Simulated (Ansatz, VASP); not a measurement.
W: VASP beside Ansatz

File POSCAR:

```
W
1.0
    0.0000000000      2.0872129571      1.9202359205
    2.0872129571      0.0000000000      1.9202359205
    2.0872129571      2.0872129571      0.0000000000
W
1
Direct
    0.0000000000      0.0000000000      0.0000000000
```

File INCAR.step1:

```
PREC = Accurate
ENCUT = 520
ISMEAR = 0
SIGMA = 0.15
LREAL = False
LASPH = True
NELM = 60
NBANDS = 13
GGA = PE
ALGO = Normal
EDIFF = 1E-4
LWAVE = True
LCHARG = False
```

INCAR.step2

```
PREC = Accurate
ENCUT = 520
EDIFF = 1E-6
ISMEAR = 0
SIGMA = 0.15
LREAL = False
LASPH = True
NELM = 60
ALGO = Normal
ISIF = 2
LWAVE = False
LCHARG = False
METAGGA = R2SCAN
LMIXTAU = True
NBANDS = 13
ISTART = 1
```

KPOINTS

```
regular mesh
0
Gamma
  22 22 22
```

Input for Ansatz:

```yaml
crystal:
  lattice:
    - [0.0, 2.0872129571, 1.9202359205]
    - [2.0872129571, 0.0, 1.9202359205]
    - [2.0872129571, 2.0872129571, 0.0]
  atoms:
    - { symbol: W, position: [0.0, 0.0, 0.0] }
basis:
  ecutwfc: 500
kpoints:
  mp_grid: { grid: [22, 22, 22] }
hamiltonian:
  xc: r2scan
scf:
  occupations: { method: gaussian, width: 0.15 }
output:
  forces: true
  stress: true
  eigenvalues: true
```

Alike in both runs: task single point; functional r2SCAN; k mesh 22 × 22 × 22; occupations gaussian, width 0.15 eV; no spin polarisation.

|  | VASP | Ansatz |
| --- | --- | --- |
| version | VASP 6.6.1 | Ansatz 0.2.0 |
| potentials or method | VASP PAW PBE potentials, release 64 (W_sv), cutoff 520 eV | scalar-relativistic, plane waves, PAW |
| valence electrons in the cell | 14 | 14 |

```csv
,VASP,Ansatz,Ansatz less VASP
gap on the k mesh at the Fermi level (eV),none,none,-
pressure (GPa),-8.2,-9.2,-0.94
"traceless stress, the component that is largest in VASP (GPa)",-17.90,-17.84,+0.058
```

VASP's potentials were made for PBE, not for r2SCAN. A gap of «none» marks a metal or a gap that the smearing closes.

Spin-orbit coupling is off throughout.
